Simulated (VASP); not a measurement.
Set up this calculation in VASP 6.6.1, as the native input.

| Item | Value |
| --- | --- |
| Task | relaxation of the atoms |
| Functional | PBE |
| Dispersion | D3(BJ) |
| Potentials or basis | VASP PAW PBE potentials, release 64 (Nb_sv) |
| Cutoff | 520 eV |
| k mesh | 4 × 4 × 1 |
| Occupations | gaussian, width 0.1 eV |
| Spin | no spin polarisation |
| Dipole correction | yes |
| Atoms held fixed (from 0) | [0, 1, 2, 3] |
| Further INCAR settings | ALGO = Normal; EDIFF = 1e-06; IBRION = 2; EDIFFG = -0.03; NSW = 90 |

The structure of Nb lies in POSCAR:

```
Nb
1.0
    5.6581536275      0.0000000000      0.0000000000
   -1.8860512092      5.3345583986      0.0000000000
    0.0000000000      0.0000000000     20.6198630912
Nb
12
Selective dynamics
Direct
    0.2500000000      0.2500000000      0.3879754179  F F F
    0.2500000000      0.7500000000      0.3879754179  F F F
    0.7500000000      0.2500000000      0.3879754179  F F F
    0.7500000000      0.7500000000      0.3879754179  F F F
    0.5000000000      0.5000000000      0.5000000000  T T T
    0.5000000000      0.0000000000      0.5000000000  T T T
    0.0000000000      0.5000000000      0.5000000000  T T T
    0.0000000000      0.0000000000      0.5000000000  T T T
    0.7500000000      0.7500000000      0.6120245821  T T T
    0.7500000000      0.2500000000      0.6120245821  T T T
    0.2500000000      0.7500000000      0.6120245821  T T T
    0.2500000000      0.2500000000      0.6120245821  T T T
```

These files were run (other wordings do the same):

INCAR

```
SYSTEM = Nb
PREC = Accurate ; ENCUT = 520
EDIFF = 1E-6 ; ISMEAR = 0
SIGMA = 0.1 ; LREAL = .FALSE.
LASPH = .TRUE. ; NELM = 80
ALGO = Normal ; ISIF = 2
LWAVE = .FALSE. ; LCHARG = .FALSE.
LDIPOL = .TRUE. ; IDIPOL = 3
DIPOL = 0.5 0.5 0.500 ; GGA = PE
IVDW = 12 ; IBRION = 2
NSW = 90 ; EDIFFG = -0.03
KPAR = 4
```

KPOINTS

```
regular mesh
0
G
  4 4 1
  0 0 0
```

Potentials or basis: VASP PAW PBE potentials, release 64 (Nb_sv).

Run with:

```bash
$ cat potpaw_PBE.64/Nb_sv/POTCAR > POTCAR
$ mpirun -np 4 vasp_std > vasp.out
```

It gave:

| Quantity | Value |
| --- | --- |
| Energy gained by relaxing | 1.0 meV/atom |
| Ionic steps | 6 |
| Band gap on the k mesh | zero (bands 78 and 79 overlap by 1.18 eV) |
| Dispersion energy per atom | -0.499 eV |

Run time: 13 min on 4 MPI ranks on Intel(R) Xeon(R) 6975P-C (Granite Rapids) (shared host), peak memory 0.83 GiB a rank.
